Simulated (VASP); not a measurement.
A run of VASP 6.6.1 is set up as follows.

File INCAR:

```
ALGO = Normal ; EDIFF = 1E-6
ENCUT = 500 ; GGA = PS
GGA_COMPAT = F ; ISIF = 2
ISMEAR = 0 ; IVDW = 12
LASPH = T ; LCHARG = T
LELF = T ; LREAL = F
LVHAR = T ; LWAVE = F
NBANDS = 17 ; NELM = 120
PREC = Accurate ; SIGMA = 0.05
```

Contents of KPOINTS:

```
k-points
0
Gamma
  6 6 6
```

POSCAR

```
Na2S
1.0
    0.0000000000      3.2112376612      3.2112376612
    3.2112376612      0.0000000000      3.2112376612
    3.2112376612      3.2112376612      0.0000000000
Na S
2 1
Direct
    0.2500000000      0.2500000000      0.2500000000
    0.7500000000      0.7500000000      0.7500000000
    0.0000000000      0.0000000000      0.0000000000
```

Potentials or basis: VASP PAW PBE potentials, release 64 (Na_pv, S).

Run with:

```sh
$ cat potpaw_PBE.64/Na_pv/POTCAR potpaw_PBE.64/S/POTCAR > POTCAR
$ mpirun -np 1 vasp_std > vasp.out
```

(1) What does it give for the band gap on the k mesh?

(2) Predict the dispersion energy per atom.

(3) Estimate the pressure.

## Answers

(1) 2.54 eV.

(2) -0.239 eV.

(3) -0.6 GPa.

Caveat: the PAW data sets were made with another functional, which shifts forces and pressure a little.
